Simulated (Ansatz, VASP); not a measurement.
P: VASP beside Ansatz

```
P
1.0
     1.72407   -5.83127    0.00000
     1.72407    5.83127    0.00000
     0.00000    0.00000    4.71914
P
4
Cartesian
  1.7241 4.7295 4.3141
  1.7241 -1.1017 2.7647
  1.7241 -4.7295 0.4051
  1.7241 1.1017 1.9545
```

Alike in both runs: task single point; functional PBE; k mesh 9 × 9 × 7; occupations fermi-dirac, width 0.05 eV; no spin polarisation.

|  | VASP | Ansatz |
| --- | --- | --- |
| version | VASP 6.6.1 | Ansatz 0.2.0 |
| potentials or method | VASP PAW PBE potentials, release 64 (P), cutoff 520 eV | plane waves (420 eV) with PAW, scalar-relativistic |
| valence electrons in the cell | 20 | 20 |

```tsv
	VASP	Ansatz	Ansatz less VASP
pressure (GPa)	-6.4	-6.2	+0.23
traceless stress, the component that is largest in VASP (GPa)	-1.63	-1.63	-0.006
```
